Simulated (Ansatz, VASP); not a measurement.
# CdS: VASP beside Ansatz

```
CELL_PARAMETERS angstrom
0.00000 2.66861 2.66861
2.70991 0.00000 2.66861
2.70991 2.66861 0.00000
ATOMIC_POSITIONS crystal
Cd 0.97276 0.02724 0.02724
S 0.52724 0.47276 0.47276
```

Alike in both runs: task single point; functional PBEsol; k mesh 12 × 12 × 12; occupations gaussian, width 0.05 eV; no spin polarisation.

```csv
,VASP,Ansatz
version,VASP 6.6.1,Ansatz 0.2.0
potentials or method,"VASP PAW PBE potentials, release 64 (Cd, S), cutoff 520 eV","scalar-relativistic, plane waves, PAW"
valence electrons in the cell,18,26
```

```csv
,VASP,Ansatz,Ansatz less VASP
gap on the k mesh at the Fermi level (eV),0.21,0.22,+0.012
least direct gap on the mesh (eV),1.77,1.79,+0.024
pressure (GPa),5.1,4.4,-0.67
"traceless stress, the component that is largest in VASP (GPa)",6.05,5.90,-0.148
rms of the force components (eV/Å),0.556,0.533,-0.0233
```

VASP's potentials were made for PBE, not for PBEsol. Atom by atom the forces differ by 0.023 eV/Å (rms over components). The functional is the same, so the differences come from potentials, cutoffs and numerics. VASP's potentials hold 18 valence electrons a cell and Ansatz's 26, so a difference there can come from the potentials and not from the codes.
